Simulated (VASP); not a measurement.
Here is a VASP 6.6.1 calculation.

File INCAR:

```
SYSTEM = NaF
ALGO     = Normal         ! electronic algorithm
EDIFF    = 1E-6           ! SCF threshold, eV
EDIFFG   = -0.04          ! ionic threshold
ENCUT    = 600            ! plane-wave cutoff, eV
GGA      = PE             ! functional
IBRION   = 2              ! ionic algorithm
ISIF     = 3              ! what is computed and relaxed
ISMEAR   = 0              ! smearing method
LASPH    = .TRUE.         ! aspherical terms in the spheres
LCHARG   = .FALSE.        ! write CHGCAR
LREAL    = .FALSE.        ! projectors in reciprocal space
LWAVE    = .FALSE.        ! write WAVECAR
NELM     = 100            ! most SCF steps
NSW      = 90             ! ionic steps
PREC     = Accurate       ! precision mode
SIGMA    = 0.1            ! smearing width, eV
```

The input KPOINTS:

```
k-points
0
G
  6 6 4
  0 0 0
```

Contents of POSCAR:

```
NaF
1.0
    3.4888898300      0.0000000000      0.0000000000
   -1.7444449100      3.0214672200      0.0000000000
    0.0000000000      0.0000000000      5.6973335400
Na F
2 2
Direct
    0.3333333300      0.6666666700      0.9374999900
    0.6666666700      0.3333333300      0.4374999900
    0.6666666700      0.3333333300      0.0625000100
    0.3333333300      0.6666666700      0.5625000100
```

Potentials or basis: VASP PAW PBE potentials, release 64 (Na_pv, F).

The run is started by

```sh
$ cat potpaw_PBE.64/Na_pv/POTCAR potpaw_PBE.64/F/POTCAR > POTCAR
$ mpirun -np 1 vasp_std > vasp.out
```

Problem. Estimate the relaxed volume.

Solution. 15.56 Å³/atom.

Problem. What does it give for the relaxed cell?

Solution. a = 3.929 Å, b = 3.929 Å, c = 4.657 Å, α = 90.00°, β = 90.00°, γ = 120.00°.

Problem. What does it give for the space group after relaxing (to 0.1 Å)?

Solution. P6_3/mmc (No. 194).

Problem. What does it give for the band gap on the k mesh?

Solution. 5.51 eV.

Stress tensor (GPa, compression positive):
```
-0.06  0.00  0.00
 0.00 -0.06  0.00
 0.00  0.00  0.02
```

Caveat: a cell axis changed by over 15 % at a fixed basis, so the end point is rough.
